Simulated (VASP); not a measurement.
Runs of VASP 6.6.1 on TbC4. The structure is that of space group Pm-3m (No. 221), or close to it. The cells are those of the table. The cell was built from a structure type or drawn by symmetry, and may not be a known phase.

| task | cell | k mesh | gap on the mesh (eV) | pressure (GPa) | relaxed volume (Å³/atom) |
| --- | --- | --- | --- | --- | --- |
| single point | a = 4.511 Å, 5 atoms | 8 × 8 × 8 | none | (b) | - |
| single point | a = 4.471 Å, 5 atoms | 4 × 4 × 4 | none | 4.0 | - |
| relaxation of cell and atoms | relaxed from a = 4.591 Å, 5 atoms | 8 × 8 × 8 | none | 0.0 | 18.55 |
| single point | a = 4.591 Å, 5 atoms | 4 × 4 × 4 | none | 0.3 | - |
| relaxation of cell and atoms | relaxed from a = 4.471 Å, 5 atoms | 4 × 4 × 4 | none | 0.0 | (a) |

Alike in all rows: level PBE; potentials or basis VASP PAW PBE potentials, release 64 (Tb_3, C), 4f in core; no spin polarisation; cutoff (eV) 600; smearing gaussian 0.1 eV.

Problem. Fill in the values left out.

Solution. (a) 19.47; (b) 0.6.

Caveats: spin-orbit coupling is left out, which moves the levels of the heavy elements; the 4f electrons are frozen in the core, so they carry no moment and show no levels; the cell stands under pressure (at least some runs).

A k mesh can miss the band edges, and the runs leave out spin-orbit coupling on Tb.

A gap of «none» marks levels without a gap at the run's occupations.
